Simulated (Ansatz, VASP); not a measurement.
Two plane-wave programs on CuI

Contents of INCAR:

```
SYSTEM = CuI
PREC = Accurate ; ENCUT = 520
EDIFF = 1E-6 ; ISMEAR = 0
SIGMA = 0.02 ; LREAL = .False.
LASPH = .True. ; NELM = 60
ALGO = Normal ; ISIF = 2
LWAVE = .False. ; LCHARG = .True.
GGA = PE ; LELF = .True.
LVHAR = .True. ; NBANDS = 16
```

Contents of KPOINTS:

```
regular mesh
0
Gamma
  8 8 8
  0 0 0
```

POSCAR

```
CuI
1.0
    0.0000000000      3.1371027893      3.1371027893
    3.1371027893      0.0000000000      3.1371027893
    3.1371027893      3.1371027893      0.0000000000
Cu I
1 1
Direct
    0.2500000000      0.2500000000      0.2500000000
    0.0000000000      0.0000000000      0.0000000000
```

Input for Ansatz:

```yaml
crystal:
  lattice:
    - [0.0, 3.1371027893, 3.1371027893]
    - [3.1371027893, 0.0, 3.1371027893]
    - [3.1371027893, 3.1371027893, 0.0]
  atoms:
    - { symbol: Cu, position: [0.25, 0.25, 0.25] }
    - { symbol: I, position: [0.0, 0.0, 0.0] }
basis:
  ecutwfc: 420
kpoints:
  mp_grid: { grid: [8, 8, 8] }
hamiltonian:
  xc: pbe
scf:
  occupations: { method: gaussian, width: 0.02 }
output:
  forces: true
  stress: true
  eigenvalues: true
```

Alike in both runs: task single point; functional PBE; k mesh 8 × 8 × 8; occupations gaussian, width 0.02 eV; no spin polarisation.

|  | VASP | Ansatz |
| --- | --- | --- |
| version | VASP 6.6.1 | Ansatz 0.2.0 |
| potentials or method | VASP PAW PBE potentials, release 64 (Cu, I), cutoff 520 eV | scalar-relativistic, plane waves, PAW |
| valence electrons in the cell | 18 | 36 |

|  | VASP | Ansatz | Ansatz less VASP |
| --- | --- | --- | --- |
| gap on the k mesh at the Fermi level (eV) | 0.90 | 0.88 | -0.018 |
| least direct gap on the mesh (eV) | 0.90 | 0.88 | -0.018 |
| pressure (GPa) | -2.9 | -2.9 | 0.00 |

With one functional, cell and mesh, what is left measures potentials, basis and numerics. VASP's potentials hold 18 valence electrons a cell and Ansatz's 36, so a difference there can come from the potentials and not from the codes.

Neither program's run includes spin-orbit coupling.
